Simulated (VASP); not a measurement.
# Ca5Pb3S8 (P1) in VASP: single point with PBEsol

Aim: the single point of Ca5Pb3S8 with PBEsol.

Program: VASP 6.6.1. These are calculated values, not measurements. Logs are shortened: lines on timing, memory, paths and dates and some standing lists are left out, and cuts for length are marked.

### Step 1. The cell of the first run

The typed cell holds 64 atoms: a = 11.499 Å, b = 11.499 Å, c = 11.499 Å, α = 90.00°, β = 90.00°, γ = 90.00°.

### Step 2. Single point, PBEsol

Contents of INCAR:

```
ALGO = Normal ; EDIFF = 1E-6
ENCUT = 500 ; GGA = PS
GGA_COMPAT = False ; ISIF = 2
ISMEAR = -1 ; ISYM = -1
LASPH = True ; LCHARG = False
LREAL = Auto ; LWAVE = False
NBANDS = 318 ; NELM = 120
PREC = Accurate ; SIGMA = 0.05
```

Contents of KPOINTS:

```
explicit points
1
Reciprocal
  0.25000000   0.25000000   0.25000000 1
```

Contents of POSCAR:

```
Ca5Pb3S8
1.0
   11.4991107885      0.0000000000      0.0000000000
    0.0000000000     11.4991107885      0.0000000000
    0.0000000000      0.0000000000     11.4991107885
S Pb Ca
32 12 20
Direct
    0.2557320000      0.9929680000      0.0010070000
    0.2440080000      0.9939160000      0.5004010000
    0.2497870000      0.5069470000      0.0048730000
    0.2432450000      0.5083390000      0.4931310000
    0.7446680000      0.9930100000      0.0003160000
    0.7567850000      0.9933510000      0.5013700000
    0.7505500000      0.5071760000      0.9954340000
    0.7572060000      0.5077250000      0.5074110000
    0.9997680000      0.2585650000      0.9932370000
    0.9997400000      0.2510280000      0.5044610000
    0.0003220000      0.7454410000      0.0075800000
    0.0005410000      0.7497340000      0.4955970000
    0.4997960000      0.2506550000      0.0043950000
    0.4998400000      0.2506660000      0.4919790000
    0.5004120000      0.7493210000      0.0017020000
    0.5005960000      0.7504310000      0.4995990000
    0.0004280000      0.9941700000      0.2560880000
    0.9998410000      0.0059370000      0.7447820000
    0.0054160000      0.5053850000      0.2500710000
    0.9953370000      0.4948540000      0.7499670000
    0.4992490000      0.9993890000      0.2450660000
    0.5006960000      0.9951840000      0.7573800000
    0.4939480000      0.5004830000      0.2441160000
    0.5072070000      0.5064510000      0.7575600000
    0.2549570000      0.2488530000      0.2498200000
    0.2437380000      0.2414750000      0.7496650000
    0.2512210000      0.7515270000      0.2504580000
    0.2576470000      0.7548730000      0.7497880000
    0.7431130000      0.2404540000      0.2498200000
    0.7546540000      0.2491730000      0.7498270000
    0.7487080000      0.7538850000      0.2510640000
    0.7458070000      0.7517170000      0.7509020000
    0.0001300000      0.9982500000      0.0004040000
    0.5003280000      0.9984700000      0.4994310000
    0.5002380000      0.5019970000      0.4990740000
    0.2499620000      0.2498810000      0.9996570000
    0.2490610000      0.2491340000      0.4993000000
    0.7497510000      0.2497210000      0.9997300000
    0.7504690000      0.2490450000      0.4998820000
    0.2500920000      0.5018780000      0.7505970000
    0.7503330000      0.5021070000      0.2499760000
    0.9999970000      0.2497220000      0.2496040000
    0.9991420000      0.7503100000      0.7488960000
    0.5000650000      0.2496410000      0.7505900000
    0.0002870000      0.9990610000      0.5004040000
    0.0001250000      0.5019610000      0.0000460000
    0.0002980000      0.5015890000      0.5001190000
    0.5002500000      0.9979380000      0.0011670000
    0.5003550000      0.5022280000      0.0006510000
    0.2516740000      0.7500910000      0.0013970000
    0.2497570000      0.7507640000      0.4990360000
    0.7491830000      0.7500650000      0.0008050000
    0.7512850000      0.7503840000      0.5009870000
    0.2505070000      0.9979560000      0.2505340000
    0.2503550000      0.9983640000      0.7507410000
    0.2498330000      0.5020420000      0.2495300000
    0.7494300000      0.9975860000      0.2507360000
    0.7502880000      0.9991110000      0.7507440000
    0.7508340000      0.5012830000      0.7510430000
    0.9997600000      0.2503230000      0.7493780000
    0.0009890000      0.7499020000      0.2513970000
    0.4995380000      0.2492850000      0.2486320000
    0.4989120000      0.7505060000      0.2488860000
    0.5016150000      0.7506090000      0.7521990000
```

Potentials or basis: VASP PAW PBE potentials, release 64 (S, Pb_d, Ca_sv).

Run with:

```console
$ cat potpaw_PBE.64/S/POTCAR potpaw_PBE.64/Pb_d/POTCAR potpaw_PBE.64/Ca_sv/POTCAR > POTCAR
$ mpirun -np 1 vasp_std > vasp.out
```

OUTCAR:

```text
EDIFF = 1E-6
   ENCUT = 500
   GGA = PS
   ISIF = 2
   ISMEAR = -1
   ISYM = -1
   LASPH = True
   LREAL = Auto
   NELM = 120
   PREC = Accurate

 ion  position               nearest neighbor table
   1  0.256  0.993  0.001-  50 2.79  48 2.81  54 2.87  55 2.88  33 2.94  36 2.96
   2  0.244  0.994  0.500-  51 2.80  45 2.80  54 2.87  55 2.88  37 2.94  34 2.95
   3  0.250  0.507  0.005-  50 2.80  56 2.81  46 2.87  49 2.88  40 2.92  36 2.96
   4  0.243  0.508  0.493-  51 2.79  47 2.80  56 2.80  35 2.96  40 2.96  37 2.98
   5  0.745  0.993  0.000-  52 2.79  48 2.81  58 2.87  57 2.88  33 2.94  38 2.95
   6  0.757  0.993  0.501-  53 2.79  45 2.80  58 2.87  57 2.88  39 2.94  34 2.95
[... 24 lines left out ...]
  31  0.749  0.754  0.251-  57 2.80  63 2.87  53 2.87  52 2.88  41 2.90  61 2.90
  32  0.746  0.752  0.751-  64 2.81  58 2.85  52 2.87  53 2.87  59 2.88  43 2.91
  33  0.000  0.998  0.000-  11 2.91   5 2.94   1 2.94  17 2.94  18 2.94   9 2.99  43 4.06  42 4.07
                            36 4.08  38 4.08
  34  0.500  0.998  0.499-  16 2.85  14 2.90  21 2.93   2 2.95   6 2.95  22 2.97  39 4.07  37 4.08
                            44 4.08
  35  0.500  0.502  0.499-  16 2.86  14 2.89  23 2.93   4 2.96   8 2.96  24 2.97  41 4.06  40 4.08
                            39 4.09  44 4.10  37 4.10
  36  0.250  0.250  1.000-  13 2.87  26 2.88  25 2.88   9 2.88   1 2.96   3 2.96  44 4.06  42 4.06
                            40 4.07  33 4.08
  37  0.249  0.249  0.499-  10 2.87  25 2.87  26 2.88  14 2.89   2 2.94   4 2.98  42 4.06  34 4.08
                            44 4.08  35 4.10  40 4.10
  38  0.750  0.250  1.000-  30 2.87  13 2.87   9 2.88  29 2.88   5 2.95   7 2.96  44 4.06  42 4.07
                            33 4.08  41 4.09
  39  0.750  0.249  0.500-  10 2.87  30 2.87  29 2.88  14 2.88   6 2.94   8 2.98  42 4.06  34 4.07
                            44 4.07  41 4.09  35 4.09
  40  0.250  0.502  0.751-  28 2.91   3 2.92  20 2.93  24 2.96   4 2.96  26 3.00  43 4.06  36 4.07
                            35 4.08  44 4.08  37 4.10
  41  0.750  0.502  0.250-  31 2.90   7 2.93  19 2.93  23 2.95   8 2.96  29 3.01  35 4.06  42 4.08
                            38 4.09  39 4.09
  42  1.000  0.250  0.250-  10 2.93  25 2.93  17 2.94  19 2.94   9 2.95  29 2.96  37 4.06  39 4.06
                            36 4.06  38 4.07  33 4.07  41 4.08
  43  0.999  0.750  0.749-  12 2.91  32 2.91  20 2.94  18 2.94  28 2.97  11 2.98  40 4.06  33 4.06

  44  0.500  0.250  0.751-  13 2.92  22 2.93  30 2.93  26 2.95  24 2.96  14 2.97  38 4.06  36 4.06
                            39 4.07  40 4.08  37 4.08  34 4.08  35 4.10
  45  0.000  0.999  0.500-   6 2.80   2 2.80  17 2.81  18 2.81  12 2.87  10 2.90
  46  0.000  0.502  0.000-   9 2.80  11 2.80   7 2.87   3 2.87  19 2.88  20 2.88
  47  0.000  0.502  0.500-   4 2.80   8 2.80  12 2.85  20 2.87  19 2.88  10 2.88
  48  0.500  0.998  0.001-  22 2.80  21 2.80   5 2.81   1 2.81  15 2.86  13 2.91
  49  0.500  0.502  0.001-  24 2.80  23 2.80  15 2.84   7 2.88   3 2.88  13 2.89
  50  0.252  0.750  0.001-   1 2.79   3 2.80  15 2.86  27 2.86  11 2.89  28 2.89
[... 12 lines left out ...]
  63  0.499  0.751  0.249-  15 2.84  27 2.85  21 2.86  31 2.87  23 2.88  16 2.88
  64  0.502  0.751  0.752-  28 2.81  32 2.81  24 2.81  22 2.81  15 2.87  16 2.90

IMPORTANT INFORMATION: All symmetrisations will be switched off!
NOSYMM: (Re-)initialisation of all symmetry stuff for point group C_1.

----------------------------------------------------------------------------------------

                                     Primitive cell

  volume of cell :    1520.5222

  direct lattice vectors                    reciprocal lattice vectors
    11.499110788  0.000000000  0.000000000     0.086963246  0.000000000  0.000000000
     0.000000000 11.499110788  0.000000000     0.000000000  0.086963246  0.000000000
     0.000000000  0.000000000 11.499110788     0.000000000  0.000000000  0.086963246

  length of vectors
    11.499110788 11.499110788 11.499110788     0.086963246  0.086963246  0.086963246

  position of ions in fractional coordinates (direct lattice)
     0.255732000  0.992968000  0.001007000
     0.244008000  0.993916000  0.500401000
     0.249787000  0.506947000  0.004873000
     0.243245000  0.508339000  0.493131000
     0.744668000  0.993010000  0.000316000
     0.756785000  0.993351000  0.501370000
[... 56 lines left out ...]
     0.498912000  0.750506000  0.248886000
     0.501615000  0.750609000  0.752199000

  ion indices of the primitive-cell ions
   primitive index   ion index
                 1           1
                 2           2
                 3           3
                 4           4
                 5           5
                 6           6
[... 56 lines left out ...]
                63          63
                64          64

----------------------------------------------------------------------------------------

 KPOINTS: explicit points

Read explicit list of k-points.

 Found      1 k-points:

 Following reciprocal coordinates:
            Coordinates               Weight
  0.250000  0.250000  0.250000      1.000000
   k-points           NKPTS =      1   k-points in BZ     NKDIM =      1   number of bands    NBANDS=    318
   number of dos      NEDOS =    301   number of ions     NIONS =     64
   total plane-waves  NPLWV = 592704
   dimension x,y,z NGX =    84 NGY =   84 NGZ =   84
   dimension x,y,z NGXF=   168 NGYF=  168 NGZF=  168
   ions per type =              32  12  20
   NGX,Y,Z   is equivalent  to a cutoff of  12.14, 12.14, 12.14 a.u.
   NGXF,Y,Z  is equivalent  to a cutoff of  24.29, 24.29, 24.29 a.u.
 SYSTEM =  unknown system
   PREC   = accura    normal or accurate (medium, high low for compatibility)
   ISTART =      0    job   : 0-new  1-cont  2-samecut
   ICHARG =      2    charge: 1-file 2-atom 10-const
   ISPIN  =      1    spin polarized calculation?
   LNONCOLLINEAR =      F non collinear calculations
   LSORBIT =      F    spin-orbit coupling
   LASPH  =      T    aspherical Exc in radial PAW
   ENCUT  =  500.0 eV  36.75 Ry    6.06 a.u.  20.97 20.97 20.97*2*pi/ulx,y,z
   NELM   =    120;   NELMIN=  2; NELMDL= -5     # of ELM steps
   EDIFF  = 0.1E-05   stopping-criterion for ELM
   LREAL  =      T    real-space projection
   EDIFFG = 0.1E-04   stopping-criterion for IOM
   NSW    =      0    number of steps for IOM
   IBRION =     -1    ionic relax: 0-MD 1-quasi-New 2-CG
   NFREE  =      0    steps in history (QN), initial steepest desc. (CG)
   ISIF   =      2    stress and relaxation
   ISYM   =     -1    0-nonsym 1-usesym 2-fastsym
   POTIM  = 0.5000    time-step for ionic-motion
   TEBEG  =    0.0;   TEEND  =   0.0 temperature during run
   PSTRESS=    0.0 pullay stress
   NELECT =     560.0000    total number of electrons
   NUPDOWN=      -1.0000    fix difference up-down
   EMIN   =  10.00;   EMAX   =-10.00  energy-range for DOS
   EFERMI =   0.00;   METHOD = LEGACY
   ISMEAR =    -1;   SIGMA  =   0.05  broadening in eV -4-tet -1-fermi 0-gaus
   EFERMI_NEDOS =   21; number of points for ismear=-14 and -15
   IALGO  =     38    algorithm
   IMIX   =      4    mixing-type and parameters
     AMIX     =   0.40;   BMIX     =  1.00
     AMIX_MAG =   1.60;   BMIX_MAG =  1.00
  volume/ion in A,a.u.               =      23.76       160.33
  Fermi-wavevector in a.u.,A,eV,Ry     =   1.173473  2.217543 18.735764  1.377040
  Thomas-Fermi vector in A             =   2.309886
   LORBIT       =      0    0 simple, 1 ext, 2 COOP (PROOUT), +10 PAW based schemes
   GGA     = PS    functional components
   LHFCALC =     F    Hartree Fock is set to
   AEXX    =    0.0000 exact exchange contribution
   IVDW    =     0    specifies the selected vdW correction
   LEPSILON=     F    determine dielectric tensor
   LRPA    =     F    only Hartree local field effects (RPA)
 non-spin polarized calculation
  energy-cutoff  :      500.00
  volume of cell :     1520.52
 maximum number of plane-waves:     38616
 NGX is ok and might be reduce to    84
   NGX = 41   NGY = 41   NGZ = 41

 number of electron     559.9999935 magnetization

 Free energy of the ion-electron system (eV)
  ---------------------------------------------------
  ext. energy  EPLUGINS =         0.00000000
  ---------------------------------------------------
  free energy    TOTEN  =      -330.81784934 eV

  energy without entropy =     -330.81784934  energy(sigma->0) =     -330.81784934

 E-fermi :   5.1842     XC(G=0):  -9.7401

 val. band max:        3.9826481575   @ k =   0.2500   0.2500   0.2500
 cond. band min:       6.5465362577   @ k =   0.2500   0.2500   0.2500
 fundamental gap:      2.5638881002
 Fermi energy:         5.1842248485

 k-point     1 :       0.2500    0.2500    0.2500
  band No.  band energies     occupation
      1     -35.5619      2.00000
      2     -35.5400      2.00000
      3     -35.4972      2.00000
      4     -35.4906      2.00000
      5     -35.4883      2.00000
      6     -35.4627      2.00000
[... 284 lines left out ...]
    291       7.1441      0.00000
    292       7.1508      0.00000
 [bands above 292 left out]

------------------------ aborting loop because EDIFF is reached ----------------------------------------

  FORCE on cell =-STRESS in cart. coord.  units (eV):
  Direction    XX          YY          ZZ          XY          YZ          ZX
  --------------------------------------------------------------------------------------
  -------------------------------------------------------------------------------------
  Total        0.8320394      0.8384910      0.6569030     -0.3659678     -1.1644840     -0.5755910
  in kB        0.8767216      0.8835197      0.6921800     -0.3856211     -1.2270192     -0.6065014
  external PRESSURE =       0.8174737 kB  Pullay stress =       0.0000000 kB

 VOLUME and BASIS-vectors are now :
 -----------------------------------------------------------------------------
  energy-cutoff  :      500.00
  volume of cell :     1520.52
      direct lattice vectors                 reciprocal lattice vectors
    11.499110788  0.000000000  0.000000000     0.086963246  0.000000000  0.000000000
     0.000000000 11.499110788  0.000000000     0.000000000  0.086963246  0.000000000
     0.000000000  0.000000000 11.499110788     0.000000000  0.000000000  0.086963246

 POSITION                                       TOTAL-FORCE (eV/Angst)
 -----------------------------------------------------------------------------------
      2.94069     11.41825      0.01158        -0.002332      0.006296     -0.003486
      2.80588     11.42915      5.75417         0.008386     -0.003785      0.000526
      2.87233      5.82944      0.05604        -0.004982     -0.000524     -0.007160
      2.79710      5.84545      5.67057        -0.003916      0.014658      0.009912
      8.56302     11.41873      0.00363         0.008450      0.006723      0.003749
      8.70235     11.42265      5.76531        -0.006537     -0.004019     -0.000007
[... 56 lines left out ...]
      5.73704      8.63015      2.86197        -0.000051     -0.001113      0.000919
      5.76813      8.63134      8.64962        -0.003789     -0.003099      0.004477
 -----------------------------------------------------------------------------------
    total drift:                               -0.016470     -0.059987     -0.101366

  FREE ENERGIE OF THE ION-ELECTRON SYSTEM (eV)
  ---------------------------------------------------
  free  energy   TOTEN  =      -330.8178493410 eV

  energy  without entropy=     -330.8178493408  energy(sigma->0) =     -330.81784934
```

It took 28 min on 1 thread of Intel Xeon 8259CL, shared host; peak memory 1.3 GiB.

Results:

- Free energy: -330.8178 eV
- Pressure: 0.1 GPa
- Largest force: 0.055 eV/Å
- Band gap on the k mesh: 2.56 eV

Forces in eV/Å, atoms in the order of the input:
```
S   -0.002  0.006 -0.003
S    0.008 -0.004  0.001
S   -0.005 -0.001 -0.007
S   -0.004  0.015  0.010
S    0.008  0.007  0.004
S   -0.007 -0.004  0.000
S   -0.009  0.009  0.007
S   -0.002  0.008 -0.006
S    0.005 -0.003  0.011
S    0.006 -0.001 -0.019
S   -0.010  0.026 -0.004
S   -0.009  0.002  0.013
S    0.002 -0.002 -0.022
S   -0.002 -0.001  0.012
S    0.007 -0.004  0.012
S    0.002 -0.012 -0.003
S    0.003 -0.001 -0.008
S   -0.006 -0.009  0.010
S   -0.006 -0.006  0.001
S    0.006  0.010  0.005
S    0.003 -0.006  0.012
S    0.004  0.013  0.001
S    0.019  0.014  0.004
S    0.002  0.005  0.002
S   -0.004 -0.007 -0.003
S    0.015  0.001  0.004
S    0.011  0.005  0.006
S   -0.016 -0.015 -0.004
S    0.009  0.008  0.007
S   -0.018 -0.001  0.006
S    0.002 -0.023 -0.005
S    0.010 -0.009 -0.004
Pb   0.003 -0.001  0.000
Pb  -0.010 -0.003 -0.013
Pb  -0.003  0.006  0.000
Pb   0.000 -0.011 -0.027
Pb  -0.019 -0.015 -0.007
Pb  -0.017 -0.021 -0.025
Pb   0.028 -0.011  0.006
Pb  -0.006  0.011  0.004
Pb  -0.005  0.023 -0.007
Pb   0.000 -0.005 -0.013
Pb  -0.012  0.009 -0.021
Pb   0.014 -0.022  0.049
Ca   0.003  0.008  0.006
Ca   0.001 -0.008  0.001
Ca   0.003 -0.009  0.001
Ca  -0.004  0.006  0.003
Ca  -0.004 -0.007  0.001
Ca   0.003  0.002  0.005
Ca   0.003  0.002 -0.005
Ca  -0.001  0.002  0.000
Ca   0.001  0.002  0.002
Ca   0.002  0.008 -0.003
Ca   0.001  0.007 -0.002
Ca   0.001 -0.005  0.000
Ca   0.003  0.002  0.000
Ca  -0.003  0.010  0.004
Ca   0.002 -0.002  0.000
Ca  -0.004 -0.001  0.002
Ca   0.006  0.001  0.004
Ca  -0.007  0.003 -0.005
Ca   0.000 -0.001  0.001
Ca  -0.004 -0.003  0.004
```

Levels at points of the mesh, in eV from the valence-band top:
```
           k point  band 277  band 278  band 279  band 280  band 281  band 282  band 283  band 284
(0.25, 0.25, 0.25)     -0.29     -0.20     -0.07      0.00      2.56      2.67      2.70      2.78
```

Caveat: the PAW data sets were made with another functional, which shifts forces and pressure a little; spin-orbit coupling is left out, which moves the levels of the heavy elements; a shifted mesh leaves out Γ, where band edges can lie.
